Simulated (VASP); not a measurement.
Input of a VASP 6.6.1 run:

INCAR

```
SYSTEM = Cu
PREC = Accurate
ENCUT = 520
EDIFF = 1E-6
ISMEAR = 0
SIGMA = 0.15
LREAL = .FALSE.
LASPH = .TRUE.
NELM = 80
ALGO = Fast
ISIF = 2
LWAVE = .FALSE.
LCHARG = .FALSE.
GGA = CA
NBANDS = 12
```

The input KPOINTS:

```
regular mesh
0
G
  22 22 22
  0 0 0
```

The input POSCAR:

```
Cu
1.0
   -1.4452500000      1.4452500000      1.3578500000
    1.4452500000     -1.4452500000      1.3578500000
    1.4452500000      1.4452500000     -1.3578500000
Cu
1
Direct
    0.0000000000      0.0000000000      0.0000000000
```

Potentials or basis: VASP PAW LDA potentials, release 64 (Cu).

Run with:

```bash
$ cat potpaw_LDA.64/Cu/POTCAR > POTCAR
$ mpirun -np 1 vasp_std > vasp.out
```

Problem. Estimate the pressure.

Solution. -5.3 GPa.

Stress tensor (GPa, compression positive):
```
-5.22  0.00  0.00
 0.00 -5.22  0.00
 0.00  0.00 -5.31
```
